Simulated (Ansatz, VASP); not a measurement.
**Two plane-wave programs on AlIn2N3**

```
CELL_PARAMETERS angstrom
0.00492 5.92945 0.00717
5.13683 2.96234 -5.51121
-5.13525 2.95380 -5.51433
ATOMIC_POSITIONS crystal
In 0.15965 0.50980 0.50428
In 0.65762 0.00868 0.00160
In 0.57096 0.76427 0.74805
In 0.67587 0.33014 0.66234
In 0.15463 0.85178 0.18321
In 0.07441 0.58553 0.92920
In 0.56871 0.08377 0.42643
In 0.58465 0.41896 0.09358
Al 0.07463 0.25576 0.25326
Al 0.66132 0.66803 0.34128
Al 0.15716 0.17259 0.83983
Al 0.08937 0.92485 0.58419
N 0.30294 0.99995 0.66468
N 0.84867 0.47831 0.18258
N 0.35407 0.65471 0.98756
N 0.89601 0.12914 0.46157
N 0.26461 0.37597 0.73958
N 0.75637 0.87507 0.23919
N 0.29203 0.74328 0.41311
N 0.80085 0.23072 0.89331
N 0.87452 0.82478 0.78847
N 0.32640 0.30798 0.30948
N 0.75604 0.57534 0.54780
N 0.23879 0.09809 0.05893
```

Alike in both runs: functional PBE; k mesh 3 × 3 × 3; occupations gaussian, width 0.1 eV; no spin polarisation.

Ansatz relaxed the structure, and its values are those at the end. VASP's run is a single point on that final structure, the one shown.

|  | VASP | Ansatz |
| --- | --- | --- |
| version | VASP 6.6.1 | Ansatz 0.2.0 |
| potentials or method | VASP PAW PBE potentials, release 64 (In_d, Al, N), cutoff 520 eV | scalar-relativistic, plane waves, PAW |
| valence electrons in the cell | 176 | 176 |

```tsv
	VASP	Ansatz	Ansatz less VASP
gap on the k mesh at the Fermi level (eV)	0.80	0.80	+0.004
least direct gap on the mesh (eV)	0.80	0.80	+0.004
pressure (GPa)	0.0	0.0	-0.07
rms of the force components (eV/Å)	0.015	0.007	-0.0082
```
